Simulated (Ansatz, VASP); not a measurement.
One calculation of HfO2, two programs

```
Hf O
1.0
     0.00000    2.55750    2.53193
     2.55750    0.00000    2.53193
     2.55750    2.55750    0.00000
Hf O
1 2
Direct
  0.00000 0.00000 0.00000
  0.25000 0.25000 0.25000
  0.75000 0.75000 0.75000
```

Change from the starting cell: z stretched by -1 %, ions relaxed.

Alike in both runs: functional PBE; k mesh 10 × 10 × 10; occupations fermi-dirac, width 0.02 eV; no spin polarisation.

Ansatz relaxed the structure, and its values are those at the end. VASP's run is a single point on that final structure, the one shown.

|  | VASP | Ansatz |
| --- | --- | --- |
| version | VASP 6.6.1 | Ansatz 0.2.0 |
| potentials or method | VASP PAW PBE potentials, release 64 (Hf_pv, O) | plane-wave PAW, scalar-relativistic |
| plane-wave cutoff (eV) | 520 | 420 |
| valence electrons in the cell | 22 | 38 |

Ansatz gave:

- gap on the k mesh at the Fermi level (eV): 3.67
- pressure (GPa): 0.0

Estimate VASP's values.

gap on the k mesh at the Fermi level (eV): 3.68; pressure (GPa): -3.7.

VASP's potentials hold 22 valence electrons a cell and Ansatz's 38, so a difference there can come from the potentials and not from the codes. Ansatz's warnings: stress scf threshold loose.

Neither program's run includes spin-orbit coupling.
